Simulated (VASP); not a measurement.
Input of a VASP 6.6.1 run:

Contents of INCAR:

```
PREC = Accurate
ENCUT = 520
EDIFF = 1E-6
ISMEAR = 0
SIGMA = 0.1
LREAL = False
LASPH = True
NELM = 80
ALGO = Normal
ISIF = 2
LWAVE = False
LCHARG = True
LDIPOL = True
IDIPOL = 3
DIPOL = 0.5 0.5 0.496
GGA = CA
LELF = True
LVHAR = True
LVACPOTAV = True
NBANDS = 84
```

The input KPOINTS:

```
regular mesh
0
Gamma
  6 6 1
```

Contents of POSCAR:

```
Ti
1.0
    5.7279457226      0.0000000000      0.0000000000
   -2.8639728613      4.9605465073      0.0000000000
    0.0000000000      0.0000000000     21.5347341919
Ti
12
Direct
    0.1666666667      0.3333333333      0.3947111640
    0.1666666667      0.8333333333      0.3947111640
    0.6666666667      0.3333333333      0.3947111640
    0.6666666667      0.8333333333      0.3947111640
    0.3333333333      0.1666666667      0.4956039038
    0.3333333333      0.6666666667      0.4956039038
    0.8333333333      0.1666666667      0.4956039038
    0.8333333333      0.6666666667      0.4956039038
    0.1666666667      0.3333333333      0.5962434079
    0.1666666667      0.8333333333      0.5962434079
    0.6666666667      0.3333333333      0.5962434079
    0.6666666667      0.8333333333      0.5962434079
```

Potentials or basis: VASP PAW LDA potentials, release 64 (Ti_sv).

Command:

```bash
$ cat potpaw_LDA.64/Ti_sv/POTCAR > POTCAR
$ mpirun -np 1 vasp_std > vasp.out
```

(1) What does it give for the largest force?

(2) Predict the band gap on the k mesh.

Answers

(1) 0.019 eV/Å.

(2) zero (bands 72 and 73 overlap by 0.92 eV).
